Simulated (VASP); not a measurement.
Here is a VASP 6.6.1 calculation.

File INCAR:

```
SYSTEM = Ir
PREC = Accurate
ENCUT = 520
EDIFF = 1E-6
ISMEAR = 0
SIGMA = 0.15
LREAL = .False.
LASPH = .True.
NELM = 150
ALGO = Normal
ISIF = 2
LWAVE = .False.
LCHARG = .False.
ISPIN = 2
MAGMOM = 0.2 0.2
LORBIT = 11
NUPDOWN = 0.4
LMAXMIX = 4
GGA = PS
NBANDS = 20
```

File KPOINTS:

```
regular mesh
0
Gamma
  21 21 12
  0 0 0
```

File POSCAR:

```
Ir
1.0
    2.6053845842      0.0000000000      0.0000000000
   -1.3026922921      2.2563292365      0.0000000000
    0.0000000000      0.0000000000      4.2241311110
Ir
2
Direct
    0.6666666667      0.3333333333      0.7500000000
    0.3333333333      0.6666666667      0.2500000000
```

Potentials or basis: VASP PAW PBE potentials, release 64 (Ir).

The run is started by

```sh
$ cat potpaw_PBE.64/Ir/POTCAR > POTCAR
$ mpirun -np 1 vasp_std > vasp.out
```

Question: Estimate the pressure.

Answer: 70.7 GPa.

Stress tensor (GPa, compression positive):
```
70.09  0.00  0.00
 0.00 70.09  0.00
 0.00  0.00 71.78
```

Caveat: the PAW data sets were made with another functional, which shifts forces and pressure a little; the total moment is fixed, so each spin has its own Fermi level.
